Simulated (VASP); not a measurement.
Here is a VASP 6.6.1 calculation.

The input POSCAR:

```
Ca
1.0
    3.9778766891      0.0000000000      0.0000000000
   -1.9889383446      3.4449422659      0.0000000000
    0.0000000000      0.0000000000      6.5208086811
Ca
2
Direct
    0.3333333333      0.6666666667      0.2500000000
    0.6666666667      0.3333333333      0.7500000000
```

Contents of INCAR.step1:

```
ALGO = Normal
EDIFF = 1E-4
ENCUT = 600
GGA = PE
ISMEAR = 0
LASPH = True
LCHARG = False
LREAL = False
LWAVE = True
NELM = 100
PREC = Accurate
SIGMA = 0.1
```

Contents of INCAR.step2:

```
ALGO = Normal
EDIFF = 1E-6
EDIFFG = -0.01
ENCUT = 600
IBRION = 2
ISIF = 4
ISMEAR = 0
ISTART = 1
LASPH = True
LCHARG = False
LMIXTAU = True
LREAL = False
LWAVE = False
METAGGA = R2SCAN
NELM = 100
NSW = 50
PREC = Accurate
SIGMA = 0.1
```

File KPOINTS:

```
k-points
0
Gamma
  12 12 8
```

Potentials or basis: VASP PAW PBE potentials, release 64 (Ca_sv).

The run is started by

```bash
$ cat potpaw_PBE.64/Ca_sv/POTCAR > POTCAR
$ cp INCAR.step1 INCAR
$ mpirun -np 1 vasp_std > vasp.out
$ cp INCAR.step2 INCAR
$ mpirun -np 1 vasp_std > vasp.out
```

Problem. Estimate the band gap on the k mesh.

Solution. Zero (band 10 reaches 2.15 eV, above the bottom of band 11 at 1.43 eV).

Final structure:
```
CELL_PARAMETERS angstrom
3.97788 0.00000 0.00000
-1.98894 3.44494 0.00000
0.00000 0.00000 6.52081
ATOMIC_POSITIONS crystal
Ca 0.33333 0.66667 0.25000
Ca 0.66667 0.33333 0.75000
```

Caveat: the relaxation stopped at its first step, so nothing moved.
